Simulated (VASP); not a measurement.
BeS, 2 atoms in the cell. Symmetry: F-43m, No. 216, cubic system. The conventional cell has a = 4.882 Å, b = 4.882 Å, c = 4.882 Å, α = 90.00°, β = 90.00°, γ = 90.00°. Within 2.8 Å of Be (site symmetry -43m) lie 4 S at 2.11 Å. S (site symmetry -43m) has 4 Be at 2.11 Å within 2.8 Å. 

* Program: VASP 6.6.1
* Task: single point
* Functional: LDA
* Potentials or basis: VASP PAW LDA potentials, release 64 (Be, S)
* Cutoff: 520 eV
* k mesh: 8 × 8 × 8
* Occupations: gaussian, width 0.01 eV
* Spin: no spin polarisation
* Dipole correction: no
* Further INCAR settings: ALGO = Normal; EDIFF = 1e-06; NBANDS = 11

Potentials or basis: VASP PAW LDA potentials, release 64 (Be, S).

Command:

```bash
$ cat potpaw_LDA.64/Be/POTCAR potpaw_LDA.64/S/POTCAR > POTCAR
$ mpirun -np 1 vasp_std > vasp.out
```

Hardware: 1 thread of Intel(R) Xeon(R) Platinum 8488C (Sapphire Rapids), on a shared host.

Question: Estimate the wall time of this run.

Answer: Run time: 5.8 s on 1 thread of Intel(R) Xeon(R) Platinum 8488C (Sapphire Rapids) (shared host), peak memory 0.13 GiB. Counts: scf iterations 11, k points 29.
